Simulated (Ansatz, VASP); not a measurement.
**One calculation of Sb, two programs**

File POSCAR:

```
Sb
1.0
   -1.8713408863      1.8713408863      1.8713408863
    1.8713408863     -1.8713408863      1.8713408863
    1.8713408863      1.8713408863     -1.8713408863
Sb
1
Direct
    0.0000000000      0.0000000000      0.0000000000
```

Contents of INCAR.step1:

```
PREC = Accurate
ENCUT = 400
EDIFF = 1E-5
ISMEAR = -1
SIGMA = 0.05
LREAL = False
LASPH = True
NELM = 120
ALGO = Normal
ISIF = 2
LWAVE = True
GGA = PE
NBANDS = 14
GGA_COMPAT = False
```

The input INCAR.step2:

```
PREC = Accurate
ENCUT = 400
EDIFF = 1E-6
ISMEAR = -1
SIGMA = 0.05
LREAL = False
LASPH = True
NELM = 120
ALGO = Normal
ISIF = 2
LWAVE = False
LCHARG = True
GGA = PE
LHFCALC = True
HFSCREEN = 0.2079
PRECFOCK = Normal
LELF = True
LVHAR = True
ISTART = 1
NBANDS = 14
GGA_COMPAT = False
```

The input KPOINTS:

```
Automatic mesh
0
Gamma
  6 6 6
```

The input input:

```
crystal:
  lattice:
    - [-1.8713408863, 1.8713408863, 1.8713408863]
    - [1.8713408863, -1.8713408863, 1.8713408863]
    - [1.8713408863, 1.8713408863, -1.8713408863]
  atoms:
    - { symbol: Sb, position: [0.0, 0.0, 0.0] }
hamiltonian:
  xc: hse06
  pseudopotentials: { kind: paw }
kpoints:
  mp_grid: { grid: [6, 6, 6] }
scf:
  occupations: { method: fermi_dirac, width: 0.05 }
output:
  forces: true
  stress: true
  eigenvalues: true
```

Alike in both runs: task single point; functional HSE06; k mesh 6 × 6 × 6; occupations fermi-dirac, width 0.05 eV; no spin polarisation.

```csv
,VASP,Ansatz
version,VASP 6.6.1,Ansatz 0.2.0
potentials or method,"VASP PAW PBE potentials, release 64 (Sb_d_GW)",Ansatz PAW
plane-wave cutoff (eV),400,420
valence electrons in the cell,15,15
```

VASP gave:

* gap on the k mesh at the Fermi level (eV): none
* pressure (GPa): 1.0

Task: What did Ansatz give for the same quantities?

Result: gap on the k mesh at the Fermi level (eV): none; pressure (GPa): 1.5.

A gap of «none» marks a metal or a gap that the smearing closes. With one functional, cell and mesh, what is left measures potentials, basis and numerics.

The k mesh is coarse, so the values compare programs but aren't converged. Neither program's run includes spin-orbit coupling.
